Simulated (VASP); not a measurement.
Input of a VASP 6.6.1 run:

The input INCAR:

```
PREC = Accurate
ENCUT = 500
EDIFF = 1E-6
ISMEAR = -1
SIGMA = 0.0272
LREAL = F
LASPH = T
NELM = 120
ALGO = Normal
ISIF = 2
LWAVE = F
LCHARG = T
GGA = PE
LELF = T
LVHAR = T
NBANDS = 28
GGA_COMPAT = F
```

Contents of KPOINTS:

```
regular mesh
0
Gamma
  5 5 5
```

Contents of POSCAR:

```
TlBr
1.0
    0.0000000000      3.9800000000      3.9800000000
    3.9800000000      0.0000000000      3.9800000000
    3.9800000000      3.9800000000      0.0000000000
Tl Br
2 2
Direct
    0.0000000000      0.0000000000      0.0000000000
    0.5000000000      0.5000000000      0.5000000000
    0.2500000000      0.2500000000      0.2500000000
    0.7500000000      0.7500000000      0.7500000000
```

Potentials or basis: VASP PAW PBE potentials, release 64 (Tl_d, Br).

Command:

```sh
$ cat potpaw_PBE.64/Tl_d/POTCAR potpaw_PBE.64/Br/POTCAR > POTCAR
$ mpirun -np 1 vasp_std > vasp.out
```

Question: Estimate the band gap on the k mesh.

Answer: 2.41 eV.

Question: Predict the pressure.

Answer: 1.2 GPa.

Caveat: spin-orbit coupling is left out, which moves the levels of the heavy elements; an odd mesh through Γ misses points on the zone boundary, where band edges can lie.
